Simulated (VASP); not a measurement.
Runs of VASP 6.6.1 on C. The structure is that of space group P6/mmm (No. 191), or close to it. The cells are those of the table. The cell was built from a structure type or drawn by symmetry, and may not be a known phase.

| task | spin | cell | k mesh | cutoff (eV) | gap on the mesh (eV) | pressure (GPa) | relaxed volume (Å³/atom) |
| --- | --- | --- | --- | --- | --- | --- | --- |
| single point | collinear | a = 2.467, b = 2.467, c = 4.072 Å, angles 90.0, 90.0, 120.0°, 2 atoms | 12 × 12 × 4 | 520 | none | 0.4 | - |
| single point | off | a = 2.467, b = 2.467, c = 4.072 Å, angles 90.0, 90.0, 120.0°, 2 atoms | 12 × 12 × 6 | 520 | none | 0.4 | - |
| relaxation of cell and atoms | off | relaxed from a = 2.467, b = 2.467, c = 4.072 Å, angles 90.0, 90.0, 120.0°, 2 atoms | 24 × 24 × 14 | 600 | none | 0.0 | 10.74 |
| single point | off | a = 2.466, b = 2.466, c = 4.429 Å, angles 90.0, 90.0, 120.0°, 2 atoms | 24 × 24 × 14 | 520 | none | 0.3 | - |
| single point | off | a = 2.466, b = 2.466, c = 4.429 Å, angles 90.0, 90.0, 120.0°, 2 atoms | 24 × 24 × 12 | 520 | none | 0.3 | - |
| relaxation of cell and atoms | off | relaxed from a = 2.466, b = 2.466, c = 4.429 Å, angles 90.0, 90.0, 120.0°, 2 atoms | 24 × 24 × 12 | 600 | none | 0.0 | (a) |

Alike in all rows: level PBE; potentials or basis VASP PAW PBE potentials, release 64 (C); smearing gaussian 0.1 eV.

Task: Estimate the missing entries.

Result: (a) 10.93.

Caveats: some runs use coarse meshes; this functional lacks dispersion, which binds the layers, so the pressure and a relaxed spacing across them are unreliable.

A gap of «none» marks levels without a gap at the run's occupations.
